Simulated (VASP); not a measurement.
MoSe: relaxation of cell and atoms with PBE

The system is MoSe.

```
CELL_PARAMETERS angstrom
3.44045 0.00000 0.00000
-1.72023 2.97952 0.00000
0.00000 0.00000 6.63537
ATOMIC_POSITIONS crystal
Mo 0.00000 0.00000 0.00000
Mo 0.00000 0.00000 0.50000
Se 0.33333 0.66667 0.25000
Se 0.66667 0.33333 0.75000
```

| Quantity | Value |
| --- | --- |
| Program | VASP 6.6.1 |
| Task | relaxation of cell and atoms |
| Functional | PBE |
| Potentials or basis | VASP PAW PBE potentials, release 64 (Mo_sv, Se) |
| Cutoff | 600 eV |
| k mesh | 12 × 12 × 6 |
| Occupations | gaussian, width 0.1 eV |
| Spin | no spin polarisation |
| Dipole correction | no |
| Further INCAR settings | ALGO = Normal; EDIFF = 1e-06; IBRION = 2; EDIFFG = -0.01; NSW = 100; ISIF = 3 |

```
Relaxed volume                         : 16.73 Å³/atom
Relaxed cell                           : a = 3.288 Å, b = 3.288 Å, c = 7.151 Å, α = 90.00°, β = 90.00°, γ = 120.00°
Space group after relaxing (to 0.05 Å) : P6_3/mmc (No. 194)
Energy gained by relaxing              : 11.9 meV/atom
Ionic steps                            : 12
Pressure after relaxing                : 0.0 GPa
```

The path:
| step | energy change (eV) | largest force (eV/Å) | pressure (GPa) | volume (Å³) |
| --- | --- | --- | --- | --- |
| 1 | 0.0000 | 0.0000 | 0.48 | 68.02 |
| 2 | -0.0097 | 0.0000 | -1.10 | 68.51 |
| 3 | -0.0103 | 0.0000 | -1.57 | 68.66 |
| 4 | -0.0170 | 0.0000 | -0.67 | 68.17 |
| 5 | -0.0238 | 0.0000 | 1.76 | 66.92 |
| 6 | -0.0272 | 0.0000 | 1.72 | 66.85 |
| 7 | -0.0374 | 0.0000 | 1.69 | 66.62 |
| 8 | -0.0423 | 0.0000 | 1.77 | 66.10 |
| 9 | -0.0439 | 0.0000 | 1.71 | 66.32 |
| 10 | -0.0441 | 0.0000 | 1.73 | 66.26 |
| 11 | -0.0475 | 0.0000 | 0.37 | 66.78 |
| 12 | -0.0476 | 0.0000 | -0.02 | 66.94 |

Final structure:
```xyz
4
Lattice="3.2876 0.0000 0.0000 -1.6438 2.8472 0.0000 0.0000 0.0000 7.1512" Properties=species:S:1:pos:R:3 pbc="T T T"
Mo   -1.6438    2.8472    0.0000
Mo    0.0000    0.0000    3.5756
Se    0.0000    1.8981    1.7878
Se    1.6438    0.9491    5.3634
```

Levels at points of the mesh, in eV from the Fermi level:
| k point | band 17 | band 18 | band 19 | band 20 | band 21 | band 22 | band 23 | band 24 |
| --- | --- | --- | --- | --- | --- | --- | --- | --- |
| (0.00, 0.00, 0.00) | -1.67 | -1.18 | -1.18 | -0.96 | -0.96 | -0.58 | -0.10 | -0.10 |
| (0.50, 0.00, 0.00) | -2.91 | -2.63 | -0.84 | 0.43 | 1.10 | 1.12 | 1.21 | 2.16 |
| (0.00, 0.00, 0.50) | -1.86 | -1.86 | -0.85 | -0.85 | -0.85 | -0.85 | 1.80 | 1.80 |
| (0.50, 0.00, 0.50) | -2.91 | -2.91 | 0.71 | 0.71 | 1.15 | 1.15 | 1.62 | 1.62 |

Run time: 14 min on 1 thread of AMD EPYC 9R14 (Zen 4) (shared host), peak memory 0.29 GiB.

Caveat: the bands computed are all filled at some k points, so no gap is given.
